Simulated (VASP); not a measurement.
Crystal: Bi2Te2O.

```
Bi Te O
1.0
     6.04177    0.00000    0.00000
    -3.02088    5.23232    0.00000
     0.00000    0.00000    5.44199
Bi Te O
2 2 1
Direct
  0.33333 0.66667 0.50000
  0.66667 0.33333 0.50000
  0.33333 0.66667 0.00000
  0.66667 0.33333 0.00000
  0.00000 0.00000 0.00000
```

The cell was generated, and may not be a known phase.

| Item | Value |
| --- | --- |
| Program | VASP 6.6.1 |
| Task | relaxation of cell and atoms |
| Functional | PBE |
| Potentials or basis | VASP PAW PBE potentials, release 64 (Bi_d, Te, O) |
| Cutoff | 600 eV |
| k mesh | 3 × 3 × 4 |
| Occupations | gaussian, width 0.1 eV |
| Spin | no spin polarisation |

At the start: pressure 2.4 GPa; volume 34.41 Å³/atom.

Q: Where does the relaxation end?

A: Over 10 steps the energy falls by 666.6 meV/atom and the volume is 29.94 Å³/atom (-13.0 %); space group P6/mmm (No. 191, to 0.1 Å) before and after.

The path:
```
step  energy change (eV)  largest force (eV/Å)  pressure (GPa)  volume (Å³)
   1              0.0000                0.0000            2.41       172.03
   2             -2.3861                0.0000           -5.67       181.30
   3             -2.4799                0.0000           -6.15       182.14
   4             -3.2892                0.0000            0.94       149.33
   5             -3.3155                0.0000           -0.85       153.56
   6             -3.3162                0.0000           -0.64       153.01
   7             -3.3317                0.0000           -0.39       151.43
   8             -3.3325                0.0000           -0.31       151.04
   9             -3.3325                0.0000           -0.30       150.97
  10             -3.3331                0.0000            0.17       149.68
```

Final structure:
```
CELL_PARAMETERS angstrom
5.10426 0.00000 0.00000
-2.55213 4.42042 0.00000
0.00000 0.00000 6.63409
ATOMIC_POSITIONS crystal
Bi 0.33333 0.66667 0.50000
Bi 0.66667 0.33333 0.50000
Te 0.33333 0.66667 0.00000
Te 0.66667 0.33333 0.00000
O 0.00000 0.00000 0.00000
```

Caveat: the k points lie up to 0.47 Å⁻¹ apart in the final cell, too coarse for converged energies and pressures of a metal; a cell axis changed by over 15 % at a fixed basis, so the end point is rough.
